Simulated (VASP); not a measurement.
A run of VASP 6.6.1 is set up as follows.

The input INCAR:

```
SYSTEM = YAu
PREC = Accurate ; ENCUT = 500
EDIFF = 1E-6 ; ISMEAR = 1
SIGMA = 0.1 ; LREAL = .False.
LASPH = .True. ; NELM = 120
ALGO = Normal ; ISIF = 2
LWAVE = .False. ; LCHARG = .True.
GGA = CA ; LELF = .True.
LVHAR = .True. ; NBANDS = 18
GGA_COMPAT = .False.
```

The input KPOINTS:

```
Automatic mesh
0
Gamma
  7 7 7
  0 0 0
```

File POSCAR:

```
YAu
1.0
    3.4361767198      0.0000000000      0.0000000000
    0.0000000000      3.4361767198      0.0000000000
    0.0000000000      0.0000000000      3.4361767198
Y Au
1 1
Direct
    0.5000000000      0.5000000000      0.5000000000
    0.0000000000      0.0000000000      0.0000000000
```

Potentials or basis: VASP PAW LDA potentials, release 64 (Y_sv, Au).

The run is started by

```console
$ cat potpaw_LDA.64/Y_sv/POTCAR potpaw_LDA.64/Au/POTCAR > POTCAR
$ mpirun -np 1 vasp_std > vasp.out
```

Predict the pressure.

8.5 GPa.

Estimate the band gap on the k mesh.

zero (band 11 reaches 8.18 eV, above the bottom of band 12 at 5.52 eV).

Caveat: spin-orbit coupling is left out, which moves the levels of the heavy elements.
